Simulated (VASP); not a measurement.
# CrO2 (Pnnm) in VASP: further runs

The runs below take CrO2 through single point, with PBE.

All numbers are computed with VASP 6.6.1; they aren't measurements. Logs are shortened: lines on timing, memory, paths and dates and some standing lists are left out, and cuts for length are marked.

**1. The cell of the first run**

The typed cell holds 6 atoms: a = 4.537 Å, b = 4.538 Å, c = 2.692 Å, α = 90.00°, β = 90.00°, γ = 90.00°.

**2. Single point, PBE**

INCAR

```
SYSTEM = CrO2
  PREC = Accurate
  ENCUT = 520
  EDIFF = 1E-6
  ISMEAR = 0
  SIGMA = 0.1
  LREAL = .False.
  LASPH = .True.
  NELM = 100
  ALGO = Normal
  ISIF = 2
  LWAVE = .False.
  LCHARG = .True.
  GGA = PE
  LELF = .True.
  LVHAR = .True.
  NBANDS = 33
```

KPOINTS

```
Automatic mesh
0
Gamma
  8 8 12
  0 0 0
```

POSCAR

```
CrO2
1.0
    4.5374667954      0.0000000000      0.0000000000
    0.0000000000      4.5384910412      0.0000000000
    0.0000000000      0.0000000000      2.6920686360
Cr O
2 4
Direct
    0.5000000000      0.5000000000      0.5000000000
    0.0000000000      0.0000000000      0.0000000000
    0.7923645374      0.2074662262      0.5000000000
    0.2076354626      0.7925337738      0.5000000000
    0.7076354626      0.7074662262      0.0000000000
    0.2923645374      0.2925337738      0.0000000000
```

Potentials or basis: VASP PAW PBE potentials, release 64 (Cr_pv, O).

Started as:

```console
$ cat potpaw_PBE.64/Cr_pv/POTCAR potpaw_PBE.64/O/POTCAR > POTCAR
$ mpirun -np 1 vasp_std > vasp.out
```

OUTCAR:

```text
SYSTEM = CrO2
   PREC = Accurate
   ENCUT = 520
   EDIFF = 1E-6
   ISMEAR = 0
   LREAL = .False.
   LASPH = .True.
   NELM = 100
   ISIF = 2
   GGA = PE

 ion  position               nearest neighbor table
   1  0.500  0.500  0.500-   3 1.88   4 1.88   5 1.89   6 1.89   5 1.89   6 1.89
   2  0.000  0.000  0.000-   5 1.88   6 1.88   3 1.89   4 1.89   3 1.89   4 1.89
   3  0.792  0.207  0.500-   1 1.88   2 1.89   2 1.89
   4  0.208  0.793  0.500-   1 1.88   2 1.89   2 1.89
   5  0.708  0.707  0.000-   2 1.88   1 1.89   1 1.89
   6  0.292  0.293  0.000-   2 1.88   1 1.89   1 1.89

  LATTYP: Found a simple orthorhombic cell.
 ALAT       =     2.6920686360
 B/A-ratio  =     1.6854944687
 C/A-ratio  =     1.6858749367

  Lattice vectors:

 A1 = (   0.0000000000,   0.0000000000,   2.6920686360)
 A2 = (   4.5374667954,   0.0000000000,   0.0000000000)
 A3 = (   0.0000000000,   4.5384910412,   0.0000000000)

Analysis of symmetry for initial positions (statically):
=====================================================================
 Subroutine PRICEL returns:
 Original cell was already a primitive cell.

 Routine SETGRP: Setting up the symmetry group for a
 simple orthorhombic supercell.

 Subroutine GETGRP returns: Found  8 space group operations
 (whereof  4 operations were pure point group operations)
 out of a pool of  8 trial point group operations.

The static configuration has the point symmetry C_2h.
 The point group associated with its full space group is D_2h.

Analysis of symmetry for dynamics (positions and initial velocities):
=====================================================================
 Subroutine PRICEL returns:
 Original cell was already a primitive cell.

 Routine SETGRP: Setting up the symmetry group for a
 simple orthorhombic supercell.

 Subroutine GETGRP returns: Found  8 space group operations
 (whereof  4 operations were pure point group operations)
 out of a pool of  8 trial point group operations.

The dynamic configuration has the point symmetry C_2h.
 The point group associated with its full space group is D_2h.

 Subroutine INISYM returns: Found  8 space group operations
 (whereof  4 operations are pure point group operations),
 and found     1 'primitive' translations

----------------------------------------------------------------------------------------

                                     Primitive cell

  volume of cell :      55.4384

  direct lattice vectors                    reciprocal lattice vectors
     4.537466795  0.000000000  0.000000000     0.220387288  0.000000000  0.000000000
     0.000000000  4.538491041  0.000000000     0.000000000  0.220337551  0.000000000
     0.000000000  0.000000000  2.692068636     0.000000000  0.000000000  0.371461554

  length of vectors
     4.537466795  4.538491041  2.692068636     0.220387288  0.220337551  0.371461554

  position of ions in fractional coordinates (direct lattice)
     0.500000000  0.500000000  0.500000000
     0.000000000  0.000000000  0.000000000
     0.792364537  0.207466226  0.500000000
     0.207635463  0.792533774  0.500000000
     0.707635463  0.707466226  0.000000000
     0.292364537  0.292533774  0.000000000

  ion indices of the primitive-cell ions
   primitive index   ion index
                 1           1
                 2           2
                 3           3
                 4           4
                 5           5
                 6           6

----------------------------------------------------------------------------------------

 KPOINTS: Automatic mesh

Automatic generation of k-mesh.
 Grid dimensions read from file:
 generate k-points for:    8    8   12

 Generating k-lattice:

  Cartesian coordinates                     Fractional coordinates (reciprocal lattice)
     0.027548411  0.000000000  0.000000000     0.125000000  0.000000000  0.000000000
     0.000000000  0.027542194  0.000000000     0.000000000  0.125000000  0.000000000
     0.000000000  0.000000000  0.030955130     0.000000000  0.000000000  0.083333333

  Length of vectors
     0.027548411  0.027542194  0.030955130

  Shift w.r.t. Gamma in fractional coordinates (k-lattice)
     0.000000000  0.000000000  0.000000000

 Subroutine IBZKPT returns following result:
 ===========================================

 Found    175 irreducible k-points:

 Following reciprocal coordinates:
            Coordinates               Weight
  0.000000  0.000000  0.000000      1.000000
  0.125000  0.000000  0.000000      2.000000
  0.250000  0.000000  0.000000      2.000000
  0.375000  0.000000  0.000000      2.000000
  0.500000  0.000000  0.000000      1.000000
  0.000000  0.125000  0.000000      2.000000
[... 16 lines left out ...]
  0.250000  0.500000  0.000000      2.000000
  0.375000  0.500000  0.000000      2.000000
 [... further k-points ...]
   k-points           NKPTS =    175   k-points in BZ     NKDIM =    175   number of bands    NBANDS=     33
   number of dos      NEDOS =    301   number of ions     NIONS =      6
   total plane-waves  NPLWV =  25920
   dimension x,y,z NGX =    36 NGY =   36 NGZ =   20
   dimension x,y,z NGXF=    72 NGYF=   72 NGZF=   40
   ions per type =               2   4
   NGX,Y,Z   is equivalent  to a cutoff of  13.19, 13.19, 12.35 a.u.
   NGXF,Y,Z  is equivalent  to a cutoff of  26.38, 26.37, 24.70 a.u.
 SYSTEM =  CrO2
   PREC   = accura    normal or accurate (medium, high low for compatibility)
   ISTART =      0    job   : 0-new  1-cont  2-samecut
   ICHARG =      2    charge: 1-file 2-atom 10-const
   ISPIN  =      1    spin polarized calculation?
   LNONCOLLINEAR =      F non collinear calculations
   LSORBIT =      F    spin-orbit coupling
   LASPH  =      T    aspherical Exc in radial PAW
   ENCUT  =  520.0 eV  38.22 Ry    6.18 a.u.   8.44  8.44  5.01*2*pi/ulx,y,z
   NELM   =    100;   NELMIN=  2; NELMDL= -5     # of ELM steps
   EDIFF  = 0.1E-05   stopping-criterion for ELM
   LREAL  =      F    real-space projection
   EDIFFG = 0.1E-04   stopping-criterion for IOM
   NSW    =      0    number of steps for IOM
   IBRION =     -1    ionic relax: 0-MD 1-quasi-New 2-CG
   NFREE  =      0    steps in history (QN), initial steepest desc. (CG)
   ISIF   =      2    stress and relaxation
   ISYM   =      2    0-nonsym 1-usesym 2-fastsym
   POTIM  = 0.5000    time-step for ionic-motion
   TEBEG  =    0.0;   TEEND  =   0.0 temperature during run
   PSTRESS=    0.0 pullay stress
   NELECT =      48.0000    total number of electrons
   NUPDOWN=      -1.0000    fix difference up-down
   EMIN   =  10.00;   EMAX   =-10.00  energy-range for DOS
   EFERMI =   0.00;   METHOD = LEGACY
   ISMEAR =     0;   SIGMA  =   0.10  broadening in eV -4-tet -1-fermi 0-gaus
   EFERMI_NEDOS =   21; number of points for ismear=-14 and -15
   IALGO  =     38    algorithm
   IMIX   =      4    mixing-type and parameters
     AMIX     =   0.40;   BMIX     =  1.00
     AMIX_MAG =   1.60;   BMIX_MAG =  1.00
  volume/ion in A,a.u.               =       9.24        62.35
  Fermi-wavevector in a.u.,A,eV,Ry     =   1.560336  2.948608 33.125417  2.434649
  Thomas-Fermi vector in A             =   2.663563
   LORBIT       =      0    0 simple, 1 ext, 2 COOP (PROOUT), +10 PAW based schemes
   GGA     = PE    functional components
   LHFCALC =     F    Hartree Fock is set to
   AEXX    =    0.0000 exact exchange contribution
   IVDW    =     0    specifies the selected vdW correction
   LEPSILON=     F    determine dielectric tensor
   LRPA    =     F    only Hartree local field effects (RPA)
 non-spin polarized calculation
 Gauss-broadening in eV      SIGMA  =   0.10
  energy-cutoff  :      520.00
  volume of cell :       55.44
 maximum number of plane-waves:      1511
 NGX is ok and might be reduce to    36
   NGX = 17   NGY = 17   NGZ = 11

 number of electron      47.9999963 magnetization

 Free energy of the ion-electron system (eV)
  ---------------------------------------------------
  ext. energy  EPLUGINS =         0.00000000
  ---------------------------------------------------
  free energy    TOTEN  =       -49.46285486 eV

  energy without entropy =      -49.43836366  energy(sigma->0) =      -49.45060926

 E-fermi :   6.2098     XC(G=0): -12.0933

 val. band max:        6.2076735721   @ k =   0.1250   0.1250   0.5000
 cond. band min:       6.2189492199   @ k =   0.3750   0.1250   0.2500
 fundamental gap:      0.0112756478
 Fermi energy:         6.2098281121

 k-point     1 :       0.0000    0.0000    0.0000
  band No.  band energies     occupation
      1     -38.0169      2.00000
      2     -38.0169      2.00000
      3     -37.9010      2.00000
      4     -37.9010      2.00000
      5     -37.8836      2.00000
      6     -37.8719      2.00000
[... 25 lines left out ...]
     32      11.2427      0.00000
     33      12.0290      0.00000

 k-point     2 :       0.1250    0.0000    0.0000
  band No.  band energies     occupation
      1     -38.0159      2.00000
      2     -38.0159      2.00000
      3     -37.9020      2.00000
      4     -37.9020      2.00000
      5     -37.8831      2.00000
      6     -37.8724      2.00000
[... 25 lines left out ...]
     32      11.1282      0.00000
     33      12.0298      0.00000

 k-point     3 :       0.2500    0.0000    0.0000
  band No.  band energies     occupation
      1     -38.0137      2.00000
      2     -38.0136      2.00000
      3     -37.9046      2.00000
      4     -37.9045      2.00000
      5     -37.8818      2.00000
      6     -37.8736      2.00000
[... 25 lines left out ...]
     32      10.7950      0.00000
     33      12.0316      0.00000

 k-point     4 :       0.3750    0.0000    0.0000
  band No.  band energies     occupation
      1     -38.0113      2.00000
      2     -38.0112      2.00000
      3     -37.9073      2.00000
      4     -37.9072      2.00000
      5     -37.8800      2.00000
      6     -37.8755      2.00000
[... 673 lines left out ...]
     32       9.5782      0.00000
     33      12.0346      0.00000

 k-point    23 :       0.2500    0.5000    0.0000
  band No.  band energies     occupation
      1     -38.0149      2.00000
      2     -38.0149      2.00000
      3     -37.9038      2.00000
      4     -37.9038      2.00000
      5     -37.8777      2.00000
      6     -37.8777      2.00000
[... 25 lines left out ...]
     32       9.6734      0.00000
     33      12.0353      0.00000

 k-point    24 :       0.3750    0.5000    0.0000
  band No.  band energies     occupation
      1     -38.0181      2.00000
      2     -38.0181      2.00000
      3     -37.9008      2.00000
      4     -37.9008      2.00000
      5     -37.8777      2.00000
      6     -37.8777      2.00000
[... 25 lines left out ...]
     32       9.7904      0.00000
     33      12.0358      0.00000

 [... further k-points ...]

------------------------ aborting loop because EDIFF is reached ----------------------------------------

  FORCE on cell =-STRESS in cart. coord.  units (eV):
  Direction    XX          YY          ZZ          XY          YZ          ZX
  --------------------------------------------------------------------------------------
  -------------------------------------------------------------------------------------
  Total        0.2434118      0.2375080      0.2849128     -0.0000000      0.0000000      0.0000000
  in kB        7.0346283      6.8640074      8.2340124     -0.0000000      0.0000000      0.0000000
  external PRESSURE =       7.3775494 kB  Pullay stress =       0.0000000 kB

 VOLUME and BASIS-vectors are now :
 -----------------------------------------------------------------------------
  energy-cutoff  :      520.00
  volume of cell :       55.44
      direct lattice vectors                 reciprocal lattice vectors
     4.537466795  0.000000000  0.000000000     0.220387288  0.000000000  0.000000000
     0.000000000  4.538491041  0.000000000     0.000000000  0.220337551  0.000000000
     0.000000000  0.000000000  2.692068636     0.000000000  0.000000000  0.371461554

 POSITION                                       TOTAL-FORCE (eV/Angst)
 -----------------------------------------------------------------------------------
      2.26873      2.26925      1.34603         0.000000      0.000000      0.000000
      0.00000      0.00000      0.00000         0.000000      0.000000      0.000000
      3.59533      0.94158      1.34603        -0.011854      0.012196     -0.000000
      0.94214      3.59691      1.34603         0.011854     -0.012196      0.000000
      3.21087      3.21083      0.00000         0.011854      0.012196      0.000000
      1.32659      1.32766      0.00000        -0.011854     -0.012196     -0.000000
 -----------------------------------------------------------------------------------
    total drift:                                0.000000      0.000000      0.000000

  FREE ENERGIE OF THE ION-ELECTRON SYSTEM (eV)
  ---------------------------------------------------
  free  energy   TOTEN  =       -49.4628548582 eV

  energy  without entropy=      -49.4383636646  energy(sigma->0) =      -49.45060926
```

It took 2 min on 1 thread of Intel Xeon 6975P-C (Granite Rapids), shared host; peak memory 0.35 GiB.

What came out:

```
Free energy            : -49.4629 eV
Pressure               : 0.7 GPa
Largest force          : 0.017 eV/Å
Band gap on the k mesh : zero (bands 24 and 25 overlap by 0.94 eV)
```

Forces on the atoms (eV/Å):
```
Cr   0.000  0.000  0.000
Cr   0.000  0.000  0.000
O   -0.012  0.012  0.000
O    0.012 -0.012  0.000
O    0.012  0.012  0.000
O   -0.012 -0.012  0.000
```

Stress tensor (GPa, compression positive):
```
0.70 0.00 0.00
0.00 0.69 0.00
0.00 0.00 0.82
```

Caveat: the run has no spin polarisation, though such a crystal can be magnetic; semilocal functionals often make such compounds metallic where correlation or magnetic order opens a gap, which also shifts bond lengths. With open d or f shells a metallic result of PBE can be an artefact of self-interaction; +U or a hybrid may open a gap.

(Continued in part 2 of 2.)

The gap in the log of VASP goes by the Fermi energy; the results here count the filled bands.